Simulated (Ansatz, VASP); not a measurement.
## One calculation of GdN, two programs

Contents of INCAR:

```
PREC     = Accurate       # precision mode
ENCUT    = 520            # plane-wave cutoff, eV
EDIFF    = 1E-7           # SCF threshold, eV
ISMEAR   = 0              # smearing method
SIGMA    = 0.05           # smearing width, eV
LREAL    = False          # projectors in reciprocal space
LASPH    = True           # aspherical terms in the spheres
NELM     = 150            # most SCF steps
ALGO     = Normal         # electronic algorithm
ISIF     = 2              # what is computed and relaxed
LWAVE    = False          # write WAVECAR
LCHARG   = False          # write CHGCAR
ISPIN    = 2              # spin polarisation
MAGMOM   = 0.5 0          # initial moments
LORBIT   = 11             # projections on sites
LMAXMIX  = 6              # l up to which the mixer works
GGA      = PE             # functional
NBANDS   = 22             # bands
```

Contents of KPOINTS:

```
Automatic mesh
0
Gamma
  12 12 12
```

File POSCAR:

```
GdN
1.0
    0.0000000000      2.4927984072      2.4927984072
    2.4927984072      0.0000000000      2.4927984072
    2.4927984072      2.4927984072      0.0000000000
Gd N
1 1
Direct
    0.5000000000      0.5000000000      0.5000000000
    0.0000000000      0.0000000000      0.0000000000
```

Input for Ansatz:

```yaml
crystal:
  lattice:
    - [0.0, 2.4927984091, 2.4927984091]
    - [2.4927984091, 0.0, 2.4927984091]
    - [2.4927984091, 2.4927984091, 0.0]
  atoms:
    - { symbol: Gd, position: [0.5, 0.5, 0.5], spin: 0.5 }
    - { symbol: "N", position: [0.0, 0.0, 0.0] }
basis:
  ecutwfc: 420
  ecutrho_ratio: 4
kpoints:
  mp_grid: { grid: [12, 12, 12] }
hamiltonian:
  xc: pbe
scf:
  occupations: { method: gaussian, width: 0.05 }
output:
  forces: true
  stress: true
  eigenvalues: true
  populations: true
magnetization:
  spin_polarized: true
```

Alike in both runs: task single point; functional PBE; k mesh 12 × 12 × 12; occupations gaussian, width 0.05 eV; collinear spin.

|  | VASP | Ansatz |
| --- | --- | --- |
| version | VASP 6.6.1 | Ansatz 0.2.0 |
| potentials or method | VASP PAW PBE potentials, release 64 (Gd, N), cutoff 520 eV | scalar-relativistic, plane waves, PAW |
| valence electrons in the cell | 23 | 23 |

|  | VASP | Ansatz | Ansatz less VASP |
| --- | --- | --- | --- |
| gap on the k mesh at the Fermi level (eV) | none | none | - |
| pressure (GPa) | -0.1 | -0.1 | -0.07 |
| net moment per atom (μB) | 3.50 | 3.50 | 0.000 |
| size of the moment on the site where the two differ most (μB) | 6.80 | 6.86 | +0.062 |

Site moments also hang on the region over which each program counts them. A gap of «none» marks a metal or a gap that the smearing closes. The functional is the same, so the differences come from potentials, cutoffs and numerics. Ansatz's warnings: given moment on shells.

Neither program's run includes spin-orbit coupling.
